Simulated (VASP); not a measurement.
A run of VASP 6.6.1 is set up as follows.

The input INCAR:

```
SYSTEM = Sb
  ALGO = Normal
  EDIFF = 1E-6
  ENCUT = 520
  GGA = PE
  ISIF = 2
  ISMEAR = -1
  LASPH = .TRUE.
  LCHARG = .TRUE.
  LELF = .TRUE.
  LREAL = .FALSE.
  LVHAR = .TRUE.
  LWAVE = .FALSE.
  NBANDS = 12
  NELM = 100
  PREC = Accurate
  SIGMA = 0.05
```

File KPOINTS:

```
k-points
0
G
  12 12 7
  0 0 0
```

File POSCAR:

```
Sb
1.0
    3.3690001795      0.0000000000      0.0000000000
   -1.6845000898      2.9176397408      0.0000000000
    0.0000000000      0.0000000000      5.3833000000
Sb
2
Direct
    0.3333333333      0.6666666667      0.2500000000
    0.6666666667      0.3333333333      0.7500000000
```

Potentials or basis: VASP PAW PBE potentials, release 64 (Sb).

Launch:

```console
$ cat potpaw_PBE.64/Sb/POTCAR > POTCAR
$ mpirun -np 1 vasp_std > vasp.out
```

Q: Predict the band gap on the k mesh.

A: Zero (band 5 reaches 12.83 eV, above the bottom of band 6 at 5.84 eV).

Q: What does it give for the pressure?

A: 2.2 GPa.

Stress tensor (GPa, compression positive):
```
2.54 0.00 0.00
0.00 2.54 0.00
0.00 0.00 1.44
```

Caveat: the cell differs from its parent crystal (zz strain of +1 %); spin-orbit coupling is left out, which moves the levels of the heavy elements.
